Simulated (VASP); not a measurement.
Wanted: the native input for a VASP 6.6.1 run.

- Task: relaxation of cell and atoms
- Functional: PBEsol
- Potentials or basis: VASP PAW PBE potentials, release 64 (Na_pv, Cl)
- Cutoff: 600 eV
- k mesh: 8 × 8 × 8
- Occupations: gaussian, width 0.01 eV
- Spin: no spin polarisation
- Target pressure: 8.9 GPa
- Dipole correction: no
- Further INCAR settings: ALGO = Normal; EDIFF = 1e-07; IBRION = 2; EDIFFG = -0.002; NSW = 80; ISIF = 3

The structure of NaCl (Halite) lies in POSCAR:

```
NaCl
1.0
    0.0000000000      2.6106385662      2.6106385662
    2.6106385662      0.0000000000      2.6106385662
    2.6106385662      2.6106385662      0.0000000000
Na Cl
1 1
Direct
    0.0000000000      0.0000000000      0.0000000000
    0.5000000000      0.5000000000      0.5000000000
```

These files were run (other wordings do the same):

INCAR

```
ALGO = Normal
EDIFF = 1E-7
EDIFFG = -0.002
ENCUT = 600
GGA = PS
IBRION = 2
ISIF = 3
ISMEAR = 0
LASPH = True
LCHARG = False
LREAL = False
LWAVE = False
NELM = 60
NSW = 80
PREC = Accurate
PSTRESS = 89.0
SIGMA = 0.01
```

KPOINTS

```
k-points
0
Gamma
  8 8 8
```

Potentials or basis: VASP PAW PBE potentials, release 64 (Na_pv, Cl).

Launch:

```bash
$ cat potpaw_PBE.64/Na_pv/POTCAR potpaw_PBE.64/Cl/POTCAR > POTCAR
$ mpirun -np 1 vasp_std > vasp.out
```

It gave:

- Relaxed volume: 17.86 Å³/atom
- Relaxed cell: a = 3.697 Å, b = 3.697 Å, c = 3.697 Å, α = 60.00°, β = 60.00°, γ = 60.00°
- Space group after relaxing (to 0.05 Å): Fm-3m (No. 225)
- Energy change on relaxing (the enthalpy is what falls): -3.8 meV/atom
- Ionic steps: 2
- Pressure after relaxing: 8.9 GPa
- Band gap on the k mesh: 5.93 eV, direct

Caveat: the cell is relaxed towards a set pressure, so the enthalpy falls and the energy may rise; the PAW data sets were made with another functional, which shifts forces and pressure a little.

Run time: 38 s on 1 thread of Intel Xeon 8259CL, on a shared host, peak memory 0.16 GiB.
